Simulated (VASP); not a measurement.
Input of a VASP 6.6.1 run:

The input INCAR:

```
PREC = Accurate
ENCUT = 520
EDIFF = 1E-8
ISMEAR = -1
SIGMA = 0.05
LREAL = False
LASPH = True
NELM = 100
ALGO = Normal
ISIF = 2
LWAVE = False
LCHARG = False
GGA = PE
LEFG = True
NBANDS = 14
```

File KPOINTS:

```
Automatic mesh
0
Gamma
  15 15 15
```

File POSCAR:

```
HfC
1.0
   -0.0697500000      2.2901250000      2.2901250000
    2.2901250000     -0.0697500000      2.2901250000
    2.2901250000      2.2901250000     -0.0697500000
Hf C
1 1
Direct
    0.5000000000      0.5000000000      0.5000000000
    0.0000000000      0.0000000000      0.0000000000
```

Potentials or basis: VASP PAW PBE potentials, release 64 (Hf_pv, C).

Run with:

```bash
$ cat potpaw_PBE.64/Hf_pv/POTCAR potpaw_PBE.64/C/POTCAR > POTCAR
$ mpirun -np 1 vasp_std > vasp.out
```

(1) Estimate the pressure.

(2) What does it give for the band gap on the k mesh?

Answers

(1) -0.3 GPa.

(2) zero (bands 7 and 8 overlap by 1.39 eV).

Caveat: the cell differs from its parent crystal (equal xy, yz and zx shear strains of -3 %); without QUAD_EFG the Cq values of the log hold for a quadrupole moment of 1 mb, not for the nuclei; spin-orbit coupling is left out, which moves the levels of the heavy elements.
